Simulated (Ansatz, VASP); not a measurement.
# One calculation of KBr, two programs

File INCAR:

```
PREC = Accurate
ENCUT = 500
EDIFF = 1E-6
ISMEAR = 1
SIGMA = 0.02
LREAL = F
LASPH = T
NELM = 120
ALGO = Normal
ISIF = 2
LWAVE = F
LCHARG = T
GGA = RE
LELF = T
LVHAR = T
NBANDS = 15
GGA_COMPAT = F
```

Contents of KPOINTS:

```
regular mesh
0
Gamma
  4 4 4
```

File POSCAR:

```
KBr
1.0
    4.1097976524      0.0000000000      0.0000000000
    0.0000000000      4.1097976524      0.0000000000
    0.0000000000      0.0000000000      4.1097976524
K Br
1 1
Direct
    0.0000000000      0.0000000000      0.0000000000
    0.5000000000      0.5000000000      0.5000000000
```

Input for Ansatz:

```yaml
crystal:
  lattice:
    - [4.109797652384503, 0.0, 0.0]
    - [0.0, 4.109797652384503, 0.0]
    - [0.0, 0.0, 4.109797652384503]
  atoms:
    - { symbol: K, position: [0.0, 0.0, 0.0] }
    - { symbol: Br, position: [0.5, 0.5, 0.5] }
basis:
  ecutwfc: 530.0
  ecutrho_ratio: 8
kpoints:
  mp_grid:
    grid: [4, 4, 4]
hamiltonian:
  xc: revpbe
  pseudopotentials:
    kind: paw
scf:
  max_iter: 80
  n_extra_bands: 16
  occupations:
    method: methfessel_paxton
    width: 0.02
output:
  stress: true
```

Alike in both runs: task single point; functional revPBE; k mesh 4 × 4 × 4; occupations methfessel-paxton of order 1, width 0.02 eV; no spin polarisation.

|  | VASP | Ansatz |
| --- | --- | --- |
| version | VASP 6.6.1 | Ansatz 0.2.0 |
| potentials or method | VASP PAW PBE potentials, release 64 (K_sv, Br), cutoff 500 eV | plane waves, PAW |
| valence electrons in the cell | 16 | 16 |

|  | VASP | Ansatz | Ansatz less VASP |
| --- | --- | --- | --- |
| pressure (GPa) | 0.5 | 0.5 | -0.02 |

VASP's potentials were made for PBE, not for revPBE.
